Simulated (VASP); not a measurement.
The system is Al2BAs3.

```
CELL_PARAMETERS angstrom
-1.86772 1.86772 7.92405
1.86772 -1.86772 7.92405
1.86772 1.86772 -7.92405
ATOMIC_POSITIONS crystal
Al 0.33333 0.33333 0.00000
Al 0.66667 0.66667 0.00000
B 0.00000 0.00000 0.00000
As 0.41667 0.91667 0.50000
As 0.75000 0.25000 0.50000
As 0.08333 0.58333 0.50000
```

```yaml
Program: VASP 6.6.1
Task: relaxation of cell and atoms
Functional: PBE
Potentials_or_basis: VASP PAW PBE potentials, release 64 (Al, B, As)
Cutoff: 600 eV
k_mesh: 6 × 6 × 6
Occupations: gaussian, width 0.1 eV
Spin: no spin polarisation
```

At the start: pressure 12.3 GPa; volume 18.43 Å³/atom.

Problem. How do energy, volume and symmetry change on relaxing?

Solution. Over 8 steps the energy falls by 206.9 meV/atom and the volume is 20.19 Å³/atom (+9.5 %); space group I-4m2 (No. 119, to 0.1 Å) before and after.

The path:
| step | energy change (eV) | largest force (eV/Å) | pressure (GPa) | volume (Å³) |
| --- | --- | --- | --- | --- |
| 1 | 0.0000 | 3.5683 | 12.27 | 110.57 |
| 2 | -0.8030 | 0.9801 | -6.23 | 134.71 |
| 3 | -0.9565 | 0.9700 | -2.40 | 126.88 |
| 4 | -1.1437 | 0.6282 | -1.21 | 123.86 |
| 5 | -1.2226 | 0.3574 | 0.52 | 120.52 |
| 6 | -1.2400 | 0.0749 | -0.13 | 121.39 |
| 7 | -1.2400 | 0.0716 | -0.13 | 121.39 |
| 8 | -1.2414 | 0.0362 | 0.03 | 121.11 |

Final structure:
```xyz
6
Lattice="-1.9040 1.9040 8.3525 1.9040 -1.9040 8.3525 1.9040 1.9040 -8.3525" Properties=species:S:1:pos:R:3 pbc="T T T"
Al    0.0000    0.0000    5.6849
Al    0.0000    0.0000   11.0201
B     0.0000    0.0000    0.0000
As    1.9040    0.0000    7.2140
As    0.0000    1.9040    4.1762
As    1.9040    0.0000    1.1385
```
